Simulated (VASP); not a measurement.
# CsBr (Pm-3m) in VASP: a series of runs, part 2 of 2

VASP 6.6.1. The steps go on from the part before.

## Step 3: Single point, PBE

This run uses another cell than the first one, of 42.33 Å³/atom, 1.031 times its volume.

The input, INCAR:

```
SYSTEM = CsBr
ALGO     = Normal         ! electronic algorithm
EDIFF    = 1E-6           ! SCF threshold, eV
ENCUT    = 500            ! plane-wave cutoff, eV
GGA      = PE             ! functional
GGA_COMPAT= .FALSE.      
ISIF     = 2              ! what is computed and relaxed
ISMEAR   = 0              ! smearing method
LASPH    = .TRUE.         ! aspherical terms in the spheres
LCHARG   = .FALSE.        ! write CHGCAR
LREAL    = .FALSE.        ! projectors in reciprocal space
LWAVE    = .FALSE.        ! write WAVECAR
NBANDS   = 15             ! bands
NELM     = 120            ! most SCF steps
PREC     = Accurate       ! precision mode
SIGMA    = 0.01           ! smearing width, eV
```

The input, KPOINTS:

```
k-points
0
G
  6 6 6
  0 0 0
```

The input, POSCAR:

```
CsBr
1.0
    4.3909641748      0.0000000000      0.0000000000
    0.0000000000      4.3909641748      0.0000000000
    0.0000000000      0.0000000000      4.3909641748
Cs Br
1 1
Direct
    0.0000000000      0.0000000000      0.0000000000
    0.5000000000      0.5000000000      0.5000000000
```

Potentials or basis: VASP PAW PBE potentials, release 64 (Cs_sv, Br).

Launch:

```
cat potpaw_PBE.64/Cs_sv/POTCAR potpaw_PBE.64/Br/POTCAR > POTCAR
mpirun -np 1 vasp_std > vasp.out
```

OUTCAR:

```text
SYSTEM = CsBr
   EDIFF = 1E-6
   ENCUT = 500
   GGA = PE
   ISIF = 2
   ISMEAR = 0
   LASPH = .TRUE.
   LREAL = .FALSE.
   NELM = 120
   PREC = Accurate

 ion  position               nearest neighbor table
   1  0.000  0.000  0.000-
   2  0.500  0.500  0.500-

  LATTYP: Found a simple cubic cell.
 ALAT       =     4.3909641748

  Lattice vectors:

 A1 = (   4.3909641748,   0.0000000000,   0.0000000000)
 A2 = (   0.0000000000,   4.3909641748,   0.0000000000)
 A3 = (   0.0000000000,   0.0000000000,   4.3909641748)

Analysis of symmetry for initial positions (statically):
=====================================================================
 Subroutine PRICEL returns:
 Original cell was already a primitive cell.

 Routine SETGRP: Setting up the symmetry group for a
 simple cubic supercell.

 Subroutine GETGRP returns: Found 48 space group operations
 (whereof 48 operations were pure point group operations)
 out of a pool of 48 trial point group operations.

The static configuration has the point symmetry O_h .
[... 165 lines left out ...]
      1     -20.5313      2.00000
      2     -12.9238      2.00000
      3      -7.1525      2.00000
      4      -7.1525      2.00000
      5      -7.1525      2.00000
      6      -0.6556      2.00000
      7      -0.6556      2.00000
      8      -0.6556      2.00000
      9       3.6079      0.00000
     10       4.3345      0.00000
     11       4.3345      0.00000
     12       8.2466      0.00000
     13       8.2466      0.00000
     14       8.2466      0.00000
[... 329 lines left out ...]
      2     -12.7744      2.00000
      3      -7.4894      2.00000
      4      -7.4894      2.00000
      5      -7.4894      2.00000
      6      -1.6608      2.00000
      7      -1.6608      2.00000
      8      -1.6608      2.00000
      9       7.3493      0.00000
     10       7.3493      0.00000
     11       7.3493      0.00000
     12       8.1848      0.00000
     13       8.1848      0.00000
     14       8.1848      0.00000
     15      10.2351      0.00000

------------------------ aborting loop because EDIFF is reached ----------------------------------------

  FORCE on cell =-STRESS in cart. coord.  units (eV):
  Direction    XX          YY          ZZ          XY          YZ          ZX
  --------------------------------------------------------------------------------------
  -------------------------------------------------------------------------------------
  Total        0.0140536      0.0140536      0.0140536      0.0000000      0.0000000     -0.0000000
  in kB        0.2659619      0.2659619      0.2659619      0.0000000      0.0000000     -0.0000000
  external PRESSURE =       0.2659619 kB  Pullay stress =       0.0000000 kB

 VOLUME and BASIS-vectors are now :
 -----------------------------------------------------------------------------
  energy-cutoff  :      500.00
  volume of cell :       84.66
      direct lattice vectors                 reciprocal lattice vectors
     4.390964175  0.000000000  0.000000000     0.227740414  0.000000000  0.000000000
     0.000000000  4.390964175  0.000000000     0.000000000  0.227740414  0.000000000
     0.000000000  0.000000000  4.390964175     0.000000000  0.000000000  0.227740414

 POSITION                                       TOTAL-FORCE (eV/Angst)
 -----------------------------------------------------------------------------------
      0.00000      0.00000      0.00000         0.000000      0.000000      0.000000
      2.19548      2.19548      2.19548         0.000000      0.000000      0.000000
 -----------------------------------------------------------------------------------
    total drift:                                0.000000      0.000000     -0.000000

  FREE ENERGIE OF THE ION-ELECTRON SYSTEM (eV)
  ---------------------------------------------------
  free  energy   TOTEN  =        -6.0243265888 eV

  energy  without entropy=       -6.0243265888  energy(sigma->0) =       -6.02432659
```

OSZICAR:

```text
N       E                     dE             d eps       ncg     rms          rms(c)
DAV:   1     0.870245477205E+02    0.87025E+02   -0.62766E+03   600   0.871E+02
DAV:   2     0.544292025730E+00   -0.86480E+02   -0.80712E+02   828   0.150E+02
DAV:   3    -0.625119104391E+01   -0.67955E+01   -0.67793E+01   768   0.471E+01
DAV:   4    -0.630775725101E+01   -0.56566E-01   -0.56562E-01   670   0.515E+00
DAV:   5    -0.630809109280E+01   -0.33384E-03   -0.33383E-03   838   0.403E-01    0.180E+00
DAV:   6    -0.606166341186E+01    0.24643E+00   -0.23238E-01   726   0.244E+00    0.105E+00
DAV:   7    -0.602120513413E+01    0.40458E-01   -0.12840E-01   768   0.179E+00    0.618E-01
DAV:   8    -0.602439315269E+01   -0.31880E-02   -0.14662E-02   684   0.708E-01    0.129E-01
DAV:   9    -0.602420722706E+01    0.18593E-03   -0.16533E-03   775   0.206E-01    0.714E-02
DAV:  10    -0.602432348245E+01   -0.11626E-03   -0.21664E-04   649   0.100E-01    0.169E-02
DAV:  11    -0.602432719821E+01   -0.37158E-05   -0.26065E-05   698   0.297E-02    0.108E-02
DAV:  12    -0.602432658880E+01    0.60941E-06   -0.52564E-06   705   0.130E-02
   1 F= -.60243266E+01 E0= -.60243266E+01  d E =-.859772E-22
```

stdout:

```text
POSCAR found type information on POSCAR CsBr
 POSCAR found :  2 types and       2 ions
 scaLAPACK will be used
 LDA part: xc-table for (Slater+PW92), standard interpolation
 POSCAR, INCAR and KPOINTS ok, starting setup
 FFT: planning ... GRIDC
 FFT: planning ... GRID_SOFT
 FFT: planning ... GRID
 WAVECAR not read
 entering main loop
```

It took 11 s on 1 thread of Intel Xeon 6975P-C (Granite Rapids), shared host; peak memory 0.18 GiB.

Results:

- Free energy: -6.0243 eV
- Pressure: 0.0 GPa
- Band gap on the k mesh: 4.24 eV, indirect (least direct gap 4.26 eV)

Caveat: spin-orbit coupling is left out, which moves the levels of the heavy elements. A k mesh can miss the band edges.

## Step 4: Single point, PBE (volume changed by +3%)

The input, INCAR:

```
SYSTEM = CsBr
PREC = Accurate
ENCUT = 500
EDIFF = 1E-6
ISMEAR = 0
SIGMA = 0.01
LREAL = .FALSE.
LASPH = .TRUE.
NELM = 120
ALGO = Normal
ISIF = 2
LWAVE = .FALSE.
LCHARG = .FALSE.
GGA = PE
NBANDS = 15
GGA_COMPAT = .FALSE.
```

The input, KPOINTS:

```
regular mesh
0
G
  6 6 6
  0 0 0
```

The input, POSCAR:

```
CsBr
1.0
    4.4344418952      0.0000000000      0.0000000000
    0.0000000000      4.4344418952      0.0000000000
    0.0000000000      0.0000000000      4.4344418952
Cs Br
1 1
Direct
    0.0000000000      0.0000000000      0.0000000000
    0.5000000000      0.5000000000      0.5000000000
```

Potentials or basis: VASP PAW PBE potentials, release 64 (Cs_sv, Br).

Launch:

```
cat potpaw_PBE.64/Cs_sv/POTCAR potpaw_PBE.64/Br/POTCAR > POTCAR
mpirun -np 1 vasp_std > vasp.out
```

OUTCAR:

```text
SYSTEM = CsBr
   PREC = Accurate
   ENCUT = 500
   EDIFF = 1E-6
   ISMEAR = 0
   LREAL = .FALSE.
   LASPH = .TRUE.
   NELM = 120
   ISIF = 2
   GGA = PE

 ion  position               nearest neighbor table
   1  0.000  0.000  0.000-
   2  0.500  0.500  0.500-

  LATTYP: Found a simple cubic cell.
 ALAT       =     4.4344418952

  Lattice vectors:

 A1 = (   4.4344418952,   0.0000000000,   0.0000000000)
 A2 = (   0.0000000000,   4.4344418952,   0.0000000000)
 A3 = (   0.0000000000,   0.0000000000,   4.4344418952)

Analysis of symmetry for initial positions (statically):
=====================================================================
 Subroutine PRICEL returns:
 Original cell was already a primitive cell.

 Routine SETGRP: Setting up the symmetry group for a
 simple cubic supercell.

 Subroutine GETGRP returns: Found 48 space group operations
 (whereof 48 operations were pure point group operations)
 out of a pool of 48 trial point group operations.

The static configuration has the point symmetry O_h .

Analysis of symmetry for dynamics (positions and initial velocities):
=====================================================================
 Subroutine PRICEL returns:
 Original cell was already a primitive cell.

 Routine SETGRP: Setting up the symmetry group for a
 simple cubic supercell.

 Subroutine GETGRP returns: Found 48 space group operations
 (whereof 48 operations were pure point group operations)
 out of a pool of 48 trial point group operations.

The dynamic configuration has the point symmetry O_h .

 Subroutine INISYM returns: Found 48 space group operations
 (whereof 48 operations are pure point group operations),
 and found     1 'primitive' translations

----------------------------------------------------------------------------------------

                                     Primitive cell

  volume of cell :      87.2001

[... 110 lines left out ...]
   AEXX    =    0.0000 exact exchange contribution
   IVDW    =     0    specifies the selected vdW correction
   LEPSILON=     F    determine dielectric tensor
   LRPA    =     F    only Hartree local field effects (RPA)
 non-spin polarized calculation
 Gauss-broadening in eV      SIGMA  =   0.01
  energy-cutoff  :      500.00
  volume of cell :       87.20
 maximum number of plane-waves:      2272
   NGX = 17   NGY = 17   NGZ = 17

 number of electron      16.0000001 magnetization

 Free energy of the ion-electron system (eV)
  ---------------------------------------------------
  ext. energy  EPLUGINS =         0.00000000
  ---------------------------------------------------
  free energy    TOTEN  =        -6.02208621 eV

  energy without entropy =       -6.02208621  energy(sigma->0) =       -6.02208621

 E-fermi :  -0.6859     XC(G=0):  -7.6289

 val. band max:       -0.7578465237   @ k =   0.5000   0.5000   0.0000
 cond. band min:       3.3778351142   @ k =   0.0000   0.0000   0.0000
 fundamental gap:      4.1356816378
 Fermi energy:        -0.6858796694

 k-point     1 :       0.0000    0.0000    0.0000
  band No.  band energies     occupation
      1     -20.7126      2.00000
      2     -13.0215      2.00000
      3      -7.3437      2.00000
      4      -7.3437      2.00000
      5      -7.3437      2.00000
      6      -0.7892      2.00000
      7      -0.7892      2.00000
      8      -0.7892      2.00000
      9       3.3778      0.00000
     10       4.2231      0.00000
     11       4.2231      0.00000
     12       8.0191      0.00000
     13       8.0191      0.00000
     14       8.0191      0.00000
[... 329 lines left out ...]
      2     -12.8836      2.00000
      3      -7.6558      2.00000
      4      -7.6558      2.00000
      5      -7.6558      2.00000
      6      -1.7305      2.00000
      7      -1.7305      2.00000
      8      -1.7305      2.00000
      9       7.0882      0.00000
     10       7.0882      0.00000
     11       7.0882      0.00000
     12       7.9165      0.00000
     13       7.9165      0.00000
     14       7.9165      0.00000
     15       9.9174      0.00000

------------------------ aborting loop because EDIFF is reached ----------------------------------------

  FORCE on cell =-STRESS in cart. coord.  units (eV):
  Direction    XX          YY          ZZ          XY          YZ          ZX
  --------------------------------------------------------------------------------------
  -------------------------------------------------------------------------------------
  Total       -0.1707479     -0.1707479     -0.1707479     -0.0000000      0.0000000      0.0000000
  in kB       -3.1372489     -3.1372489     -3.1372489     -0.0000000      0.0000000      0.0000000
  external PRESSURE =      -3.1372489 kB  Pullay stress =       0.0000000 kB

 VOLUME and BASIS-vectors are now :
 -----------------------------------------------------------------------------
  energy-cutoff  :      500.00
  volume of cell :       87.20
      direct lattice vectors                 reciprocal lattice vectors
     4.434441895  0.000000000  0.000000000     0.225507521  0.000000000  0.000000000
     0.000000000  4.434441895  0.000000000     0.000000000  0.225507521  0.000000000
     0.000000000  0.000000000  4.434441895     0.000000000  0.000000000  0.225507521

 POSITION                                       TOTAL-FORCE (eV/Angst)
 -----------------------------------------------------------------------------------
      0.00000      0.00000      0.00000         0.000000      0.000000      0.000000
      2.21722      2.21722      2.21722         0.000000      0.000000      0.000000
 -----------------------------------------------------------------------------------
    total drift:                                0.000000      0.000000     -0.000000

  FREE ENERGIE OF THE ION-ELECTRON SYSTEM (eV)
  ---------------------------------------------------
  free  energy   TOTEN  =        -6.0220862147 eV

  energy  without entropy=       -6.0220862147  energy(sigma->0) =       -6.02208621
```

OSZICAR:

```text
N       E                     dE             d eps       ncg     rms          rms(c)
DAV:   1     0.891888172345E+02    0.89189E+02   -0.62279E+03   600   0.863E+02
DAV:   2     0.679707599747E+00   -0.88509E+02   -0.82424E+02   877   0.148E+02
DAV:   3    -0.625313508426E+01   -0.69328E+01   -0.69118E+01   789   0.464E+01
DAV:   4    -0.631553906902E+01   -0.62404E-01   -0.62398E-01   677   0.526E+00
DAV:   5    -0.631591194584E+01   -0.37288E-03   -0.37287E-03   817   0.412E-01    0.181E+00
DAV:   6    -0.606125620118E+01    0.25466E+00   -0.24200E-01   733   0.244E+00    0.105E+00
DAV:   7    -0.601892609920E+01    0.42330E-01   -0.13076E-01   754   0.178E+00    0.624E-01
DAV:   8    -0.602213071603E+01   -0.32046E-02   -0.15238E-02   705   0.722E-01    0.135E-01
DAV:   9    -0.602195675027E+01    0.17397E-03   -0.18011E-03   747   0.211E-01    0.741E-02
DAV:  10    -0.602208319408E+01   -0.12644E-03   -0.22868E-04   677   0.104E-01    0.175E-02
DAV:  11    -0.602208652253E+01   -0.33285E-05   -0.26247E-05   677   0.298E-02    0.111E-02
DAV:  12    -0.602208621471E+01    0.30782E-06   -0.54570E-06   698   0.131E-02
   1 F= -.60220862E+01 E0= -.60220862E+01  d E =-.251762E-26
```

Run time: 8 s. Hardware: 1 thread of Intel Xeon 6975P-C (Granite Rapids), shared host; peak memory 0.18 GiB.

What came out:

| Property | Result |
| --- | --- |
| Free energy | -6.0221 eV |
| Pressure | -0.3 GPa |
| Band gap on the k mesh | 4.14 eV, indirect (least direct gap 4.17 eV) |

Caveat: the cell differs from its parent crystal (volume changed by +3%); spin-orbit coupling is left out, which moves the levels of the heavy elements.

## Step 5: Single point, PBE (volume changed by +6%)

The input, INCAR:

```
SYSTEM = CsBr
  PREC = Accurate
  ENCUT = 500
  EDIFF = 1E-6
  ISMEAR = 0
  SIGMA = 0.01
  LREAL = .FALSE.
  LASPH = .TRUE.
  NELM = 120
  ALGO = Normal
  ISIF = 2
  LWAVE = .FALSE.
  LCHARG = .FALSE.
  GGA = PE
  NBANDS = 15
  GGA_COMPAT = .FALSE.
```

KPOINTS is that of step 4.

The input, POSCAR:

```
CsBr
1.0
    4.4770833754      0.0000000000      0.0000000000
    0.0000000000      4.4770833754      0.0000000000
    0.0000000000      0.0000000000      4.4770833754
Cs Br
1 1
Direct
    0.0000000000      0.0000000000      0.0000000000
    0.5000000000      0.5000000000      0.5000000000
```

Launch:

```
cat potpaw_PBE.64/Cs_sv/POTCAR potpaw_PBE.64/Br/POTCAR > POTCAR
mpirun -np 1 vasp_std > vasp.out
```

Run time: 11 s. Hardware: 1 thread of Intel Xeon 6975P-C (Granite Rapids), shared host; peak memory 0.21 GiB.

It converged, with:

| Item | Value |
| --- | --- |
| Free energy | -6.0149 eV |
| Pressure | -0.6 GPa |
| Band gap on the k mesh | 4.04 eV, indirect (least direct gap 4.08 eV) |

Levels at points of the mesh, in eV from the valence-band top:
| k point | band 5 | band 6 | band 7 | band 8 | band 9 | band 10 | band 11 | band 12 |
| --- | --- | --- | --- | --- | --- | --- | --- | --- |
| (0.00, 0.00, 0.00) | -6.65 | -0.04 | -0.04 | -0.04 | 4.04 | 4.99 | 4.99 | 8.68 |
| (0.50, 0.00, 0.00) | -6.59 | -1.09 | -0.16 | -0.16 | 5.85 | 6.67 | 7.05 | 8.29 |
| (0.50, 0.50, 0.00) | -6.54 | -0.55 | -0.55 | 0.00 | 5.15 | 5.38 | 7.06 | 7.06 |
| (0.50, 0.50, 0.50) | -6.94 | -0.92 | -0.92 | -0.92 | 7.72 | 7.72 | 7.72 | 8.54 |

Caveat: the cell differs from its parent crystal (volume changed by +6%); spin-orbit coupling is left out, which moves the levels of the heavy elements. A k mesh can miss the band edges.

## Step 6: Overview

```tsv
cell	gap on the mesh (eV)	pressure (GPa)
a = 4.347 Å, 2 atoms	4.35	0.4
a = 4.391 Å, 2 atoms	4.24	0.0
a = 4.434 Å, 2 atoms	4.14	-0.3
a = 4.477 Å, 2 atoms	4.04	-0.6
```

Alike in all rows: task single point; level PBE; potentials or basis VASP PAW PBE potentials, release 64 (Cs_sv, Br); no spin polarisation; k mesh 6 × 6 × 6; cutoff (eV) 500; smearing gaussian 0.01 eV.

Caveats: spin-orbit coupling is left out, which moves the levels of the heavy elements.

Absolute energies hang on the potentials; compare differences alone.
